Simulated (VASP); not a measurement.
# CoSi2 (Fm-3m) in VASP: a series of runs

Runs on CoSi2. Level: PBEsol. Tasks: single point.

Everything below comes from runs of VASP 6.6.1. Logs are shortened: lines on timing, memory, paths and dates and some standing lists are left out, and cuts for length are marked.

### Step 1. The cell of the first run

The structure is cubic, space group Fm-3m (No. 225). The conventional cell has a = 5.356 Å, b = 5.356 Å, c = 5.356 Å, α = 90.00°, β = 90.00°, γ = 90.00°. Co (site symmetry m-3m) has 8 Si at 2.32 Å within 3.1 Å. Si (site symmetry -43m) has 4 Co at 2.32 Å and 6 Si at 2.68 Å within 3.1 Å.

### Step 2. Single point, PBEsol, collinear spin, ferromagnetic start

INCAR

```
PREC = Accurate
ENCUT = 600
EDIFF = 1E-6
ISMEAR = -1
SIGMA = 0.05
LREAL = F
LASPH = T
NELM = 200
ALGO = Normal
ISIF = 2
LWAVE = F
LCHARG = F
ISPIN = 2
MAGMOM = 4 0 0
LORBIT = 11
NUPDOWN = 4.0
LMAXMIX = 4
GGA = PS
NBANDS = 24
GGA_COMPAT = F
```

KPOINTS

```
regular mesh
0
Gamma
  7 7 7
```

POSCAR

```
CoSi2
1.0
    0.0000000000      2.6780000000      2.6780000000
    2.6780000000      0.0000000000      2.6780000000
    2.6780000000      2.6780000000      0.0000000000
Co Si
1 2
Direct
    0.0000000000      0.0000000000      0.0000000000
    0.7500000000      0.7500000000      0.7500000000
    0.2500000000      0.2500000000      0.2500000000
```

Potentials or basis: VASP PAW PBE potentials, release 64 (Co_sv, Si).

Command:

```console
cat potpaw_PBE.64/Co_sv/POTCAR potpaw_PBE.64/Si/POTCAR > POTCAR
mpirun -np 1 vasp_std > vasp.out
```

OUTCAR:

```text
PREC = Accurate
   ENCUT = 600
   EDIFF = 1E-6
   ISMEAR = -1
   LREAL = F
   LASPH = T
   NELM = 200
   ISIF = 2
   ISPIN = 2
   LORBIT = 11
   NUPDOWN = 4.0
   GGA = PS

 ion  position               nearest neighbor table
   1  0.000  0.000  0.000-   2 2.32   3 2.32   2 2.32   2 2.32   3 2.32   2 2.32   3 2.32   3 2.32

   2  0.750  0.750  0.750-   1 2.32   1 2.32   1 2.32   1 2.32   3 2.68   3 2.68   3 2.68   3 2.68
                             3 2.68   3 2.68
   3  0.250  0.250  0.250-   1 2.32   1 2.32   1 2.32   1 2.32   2 2.68   2 2.68   2 2.68   2 2.68
                             2 2.68   2 2.68

  LATTYP: Found a face centered cubic cell.
 ALAT       =     5.3560000000

  Lattice vectors:

 A1 = (   0.0000000000,   2.6780000000,   2.6780000000)
 A2 = (   2.6780000000,   0.0000000000,   2.6780000000)
 A3 = (   2.6780000000,   2.6780000000,   0.0000000000)

Analysis of symmetry for initial positions (statically):
=====================================================================
 Subroutine PRICEL returns:
 Original cell was already a primitive cell.

 Routine SETGRP: Setting up the symmetry group for a
 face centered cubic supercell.

 Subroutine GETGRP returns: Found 48 space group operations
 (whereof 48 operations were pure point group operations)
 out of a pool of 48 trial point group operations.

The static configuration has the point symmetry O_h .

Analysis of symmetry for dynamics (positions and initial velocities):
=====================================================================
 Subroutine PRICEL returns:
 Original cell was already a primitive cell.

 Routine SETGRP: Setting up the symmetry group for a
 face centered cubic supercell.

 Subroutine GETGRP returns: Found 48 space group operations
 (whereof 48 operations were pure point group operations)
 out of a pool of 48 trial point group operations.

The dynamic configuration has the point symmetry O_h .

Analysis of structural, dynamic, and magnetic symmetry:
=====================================================================
 Subroutine PRICEL returns:
 Original cell was already a primitive cell.

 Routine SETGRP: Setting up the symmetry group for a
 face centered cubic supercell.

 Subroutine GETGRP returns: Found 48 space group operations
 (whereof 48 operations were pure point group operations)
 out of a pool of 48 trial point group operations.

The overall configuration has the point symmetry O_h .

 Subroutine INISYM returns: Found 48 space group operations
 (whereof 48 operations are pure point group operations),
 and found     1 'primitive' translations

----------------------------------------------------------------------------------------

                                     Primitive cell

  volume of cell :      38.4115

  direct lattice vectors                    reciprocal lattice vectors
     0.000000000  2.678000000  2.678000000    -0.186706497  0.186706497  0.186706497
     2.678000000  0.000000000  2.678000000     0.186706497 -0.186706497  0.186706497
     2.678000000  2.678000000  0.000000000     0.186706497  0.186706497 -0.186706497

  length of vectors
     3.787263920  3.787263920  3.787263920     0.323385140  0.323385140  0.323385140

  position of ions in fractional coordinates (direct lattice)
     0.000000000  0.000000000  0.000000000
     0.750000000  0.750000000  0.750000000
     0.250000000  0.250000000  0.250000000

  ion indices of the primitive-cell ions
   primitive index   ion index
                 1           1
                 2           2
                 3           3

----------------------------------------------------------------------------------------

 KPOINTS: regular mesh

Automatic generation of k-mesh.
 Grid dimensions read from file:
 generate k-points for:    7    7    7

 Generating k-lattice:

  Cartesian coordinates                     Fractional coordinates (reciprocal lattice)
    -0.026672357  0.026672357  0.026672357     0.142857143  0.000000000  0.000000000
     0.026672357 -0.026672357  0.026672357     0.000000000  0.142857143  0.000000000
     0.026672357  0.026672357 -0.026672357     0.000000000  0.000000000  0.142857143

  Length of vectors
     0.046197877  0.046197877  0.046197877

  Shift w.r.t. Gamma in fractional coordinates (k-lattice)
     0.000000000  0.000000000  0.000000000

 Subroutine IBZKPT returns following result:
 ===========================================

 Found     20 irreducible k-points:

 Following reciprocal coordinates:
            Coordinates               Weight
  0.000000  0.000000  0.000000      1.000000
  0.142857  0.000000  0.000000      8.000000
  0.285714  0.000000  0.000000      8.000000
  0.428571  0.000000  0.000000      8.000000
  0.142857  0.142857  0.000000      6.000000
  0.285714  0.142857  0.000000     24.000000
[... 12 lines left out ...]
 -0.428571  0.428571  0.142857     24.000000
 -0.285714  0.428571  0.142857     24.000000
   k-points           NKPTS =     20   k-points in BZ     NKDIM =     20   number of bands    NBANDS=     24
   number of dos      NEDOS =    301   number of ions     NIONS =      3
   total plane-waves  NPLWV =  27000
   dimension x,y,z NGX =    30 NGY =   30 NGZ =   30
   dimension x,y,z NGXF=    60 NGYF=   60 NGZF=   60
   ions per type =               1   2
   NGX,Y,Z   is equivalent  to a cutoff of  13.17, 13.17, 13.17 a.u.
   NGXF,Y,Z  is equivalent  to a cutoff of  26.34, 26.34, 26.34 a.u.
 SYSTEM =  unknown system
   PREC   = accura    normal or accurate (medium, high low for compatibility)
   ISTART =      0    job   : 0-new  1-cont  2-samecut
   ICHARG =      2    charge: 1-file 2-atom 10-const
   ISPIN  =      2    spin polarized calculation?
   LNONCOLLINEAR =      F non collinear calculations
   LSORBIT =      F    spin-orbit coupling
   LASPH  =      T    aspherical Exc in radial PAW
   ENCUT  =  600.0 eV  44.10 Ry    6.64 a.u.   7.56  7.56  7.56*2*pi/ulx,y,z
   NELM   =    200;   NELMIN=  2; NELMDL= -5     # of ELM steps
   EDIFF  = 0.1E-05   stopping-criterion for ELM
   LREAL  =      F    real-space projection
   EDIFFG = 0.1E-04   stopping-criterion for IOM
   NSW    =      0    number of steps for IOM
   IBRION =     -1    ionic relax: 0-MD 1-quasi-New 2-CG
   NFREE  =      0    steps in history (QN), initial steepest desc. (CG)
   ISIF   =      2    stress and relaxation
   ISYM   =      2    0-nonsym 1-usesym 2-fastsym
   POTIM  = 0.5000    time-step for ionic-motion
   TEBEG  =    0.0;   TEEND  =   0.0 temperature during run
   PSTRESS=    0.0 pullay stress
   NELECT =      25.0000    total number of electrons
   NUPDOWN=       4.0000    fix difference up-down
   EMIN   =  10.00;   EMAX   =-10.00  energy-range for DOS
   EFERMI =   0.00;   METHOD = LEGACY
   ISMEAR =    -1;   SIGMA  =   0.05  broadening in eV -4-tet -1-fermi 0-gaus
   EFERMI_NEDOS =   21; number of points for ismear=-14 and -15
   IALGO  =     38    algorithm
   IMIX   =      4    mixing-type and parameters
     AMIX     =   0.40;   BMIX     =  1.00
     AMIX_MAG =   1.60;   BMIX_MAG =  1.00
  volume/ion in A,a.u.               =      12.80        86.40
  Fermi-wavevector in a.u.,A,eV,Ry     =   1.418734  2.681018 27.385884  2.012806
  Thomas-Fermi vector in A             =   2.539828
   LORBIT       =     11    0 simple, 1 ext, 2 COOP (PROOUT), +10 PAW based schemes
   GGA     = PS    functional components
   LHFCALC =     F    Hartree Fock is set to
   AEXX    =    0.0000 exact exchange contribution
   IVDW    =     0    specifies the selected vdW correction
   LEPSILON=     F    determine dielectric tensor
   LRPA    =     F    only Hartree local field effects (RPA)
 spin polarized calculation
  energy-cutoff  :      600.00
  volume of cell :       38.41
 maximum number of plane-waves:      1307
 NGX is ok and might be reduce to    30
   NGX = 15   NGY = 15   NGZ = 15

 number of electron      24.9999976 magnetization       3.9999999

 Free energy of the ion-electron system (eV)
  ---------------------------------------------------
  ext. energy  EPLUGINS =         0.00000000
  ---------------------------------------------------
  free energy    TOTEN  =       -15.78502961 eV

  energy without entropy =      -15.75994509  energy(sigma->0) =      -15.77248735

 E-fermi :   8.8630     XC(G=0): -12.0086

 val. band max:       13.3407356053   @ k =   0.2857   0.0000   0.0000
 cond. band min:       8.8877815822   @ k =   0.4286   0.1429   0.0000
 fundamental gap:     -4.4529540231
 Fermi energy:        13.4713029546

 spin component 1

 k-point     1 :       0.0000    0.0000    0.0000
  band No.  band energies     occupation
      1     -86.4651      1.00000
      2     -49.8712      1.00000
      3     -49.8712      1.00000
      4     -49.8712      1.00000
      5      -3.0583      1.00000
      6       5.0638      1.00000
[... 16 lines left out ...]
     23      20.3047      0.00000
     24      24.6356      0.00000
[... 489 lines left out ...]
      1     -86.4650      1.00000
      2     -49.8732      1.00000
      3     -49.8731      1.00000
      4     -49.8727      1.00000
      5       1.6867      1.00000
      6       1.7984      1.00000
[... 16 lines left out ...]
     23      24.6363      0.00000
     24      27.7518      0.00000
 Fermi energy:         8.8630424847

 spin component 2

 k-point     1 :       0.0000    0.0000    0.0000
  band No.  band energies     occupation
      1     -84.0429      1.00000
      2     -47.5118      1.00000
      3     -47.5118      1.00000
      4     -47.5118      1.00000
      5      -2.1245      1.00000
      6       6.5329      1.00000
[... 16 lines left out ...]
     23      21.4415      0.00000
     24      25.7147      0.00000
[... 490 lines left out ...]
      2     -47.5141      1.00000
      3     -47.5139      1.00000
      4     -47.5134      1.00000
      5       2.6634      1.00000
      6       2.7675      1.00000
[... 16 lines left out ...]
     23      25.6537      0.00000
     24      28.6971      0.00000

------------------------ aborting loop because EDIFF is reached ----------------------------------------

  FORCE on cell =-STRESS in cart. coord.  units (eV):
  Direction    XX          YY          ZZ          XY          YZ          ZX
  --------------------------------------------------------------------------------------
  -------------------------------------------------------------------------------------
  Total        7.2445947      7.2445947      7.2445947      0.0000000      0.0000000      0.0000000
  in kB      302.1780847    302.1780847    302.1780847      0.0000000      0.0000000      0.0000000
  external PRESSURE =     302.1780847 kB  Pullay stress =       0.0000000 kB

 VOLUME and BASIS-vectors are now :
 -----------------------------------------------------------------------------
  energy-cutoff  :      600.00
  volume of cell :       38.41
      direct lattice vectors                 reciprocal lattice vectors
     0.000000000  2.678000000  2.678000000    -0.186706497  0.186706497  0.186706497
     2.678000000  0.000000000  2.678000000     0.186706497 -0.186706497  0.186706497
     2.678000000  2.678000000  0.000000000     0.186706497  0.186706497 -0.186706497

 POSITION                                       TOTAL-FORCE (eV/Angst)
 -----------------------------------------------------------------------------------
      0.00000      0.00000      0.00000         0.000000      0.000000      0.000000
      4.01700      4.01700      4.01700        -0.000000      0.000000     -0.000000
      1.33900      1.33900      1.33900         0.000000     -0.000000     -0.000000
 -----------------------------------------------------------------------------------
    total drift:                                0.000000     -0.000000     -0.000000

  FREE ENERGIE OF THE ION-ELECTRON SYSTEM (eV)
  ---------------------------------------------------
  free  energy   TOTEN  =       -15.7850296081 eV

  energy  without entropy=      -15.7599450920  energy(sigma->0) =      -15.77248735

 total charge

# of ion       s       p       d       tot
------------------------------------------
    1        2.287   6.181   6.715  15.183
    2        0.796   0.867   0.000   1.663
    3        0.796   0.867   0.000   1.663
--------------------------------------------------
tot          3.878   7.915   6.715  18.509

 magnetization (x)

# of ion       s       p       d       tot
------------------------------------------
    1        0.033   0.092   1.956   2.080
    2        0.121   0.212   0.000   0.333
    3        0.121   0.212   0.000   0.333
--------------------------------------------------
tot          0.274   0.516   1.956   2.746
```

It took 64 s on 1 thread of Intel Xeon Platinum 8488C (Sapphire Rapids), shared host; peak memory 0.2 GiB.

Results:

```
Free energy                                           : -15.7850 eV
Pressure                                              : 30.2 GPa
Net moment                                            : 4.00 μB per cell
Site moments                                          : Co +2.08; Si +0.33 μB
Valence electrons inside the program's atomic spheres : Co 15.18; Si 1.66
```

Caveat: the PAW data sets were made with another functional, which shifts forces and pressure a little; the total moment is fixed, so each spin has its own Fermi level.

[end of part 1 of 2]
